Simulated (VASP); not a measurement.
**Mg2Sn: single point with PBEsol**

Crystal: Mg2Sn.

```
Sn Mg
1.0
     0.00000    3.37306    3.37306
     3.37306    0.00000    3.37306
     3.37306    3.37306    0.00000
Sn Mg
1 2
Direct
  0.00000 0.00000 0.00000
  0.25000 0.25000 0.25000
  0.75000 0.75000 0.75000
```

```yaml
Program: VASP 6.6.1
Task: single point
Functional: PBEsol
Potentials_or_basis: VASP PAW PBE potentials, release 64 (Sn_d, Mg)
Cutoff: 600 eV
k_mesh: 6 × 6 × 6
Occupations: fermi-dirac, width 0.02 eV
Spin: no spin polarisation
Dipole_correction: no
Further_INCAR_settings: ALGO = Normal; EDIFF = 1e-06; NBANDS = 16
```

- Pressure: 0.0 GPa
- Band gap on the k mesh: zero (band 9 reaches 4.23 eV, above the bottom of band 10 at 4.11 eV)

Levels at points of the mesh, in eV from the Fermi level:
| k point | band 5 | band 6 | band 7 | band 8 | band 9 | band 10 | band 11 | band 12 | band 13 | band 14 |
| --- | --- | --- | --- | --- | --- | --- | --- | --- | --- | --- |
| (0.00, 0.00, 0.00) | -20.78 | -9.09 | 0.06 | 0.06 | 0.06 | 1.45 | 2.23 | 2.23 | 2.23 | 4.17 |
| (0.50, 0.00, 0.00) | -20.78 | -7.82 | -4.78 | -0.77 | -0.77 | 0.75 | 2.28 | 2.28 | 3.96 | 6.98 |
| (0.50, 0.50, 0.00) | -20.78 | -7.31 | -4.55 | -2.06 | -2.06 | -0.06 | 0.16 | 7.28 | 7.28 | 7.51 |

Run time: 12 s on 1 thread of Intel(R) Xeon(R) 6975P-C (Granite Rapids), on a shared host, peak memory 0.24 GiB.

Caveat: the PAW data sets were made with another functional, which shifts forces and pressure a little; spin-orbit coupling is left out, which moves the levels of the heavy elements.
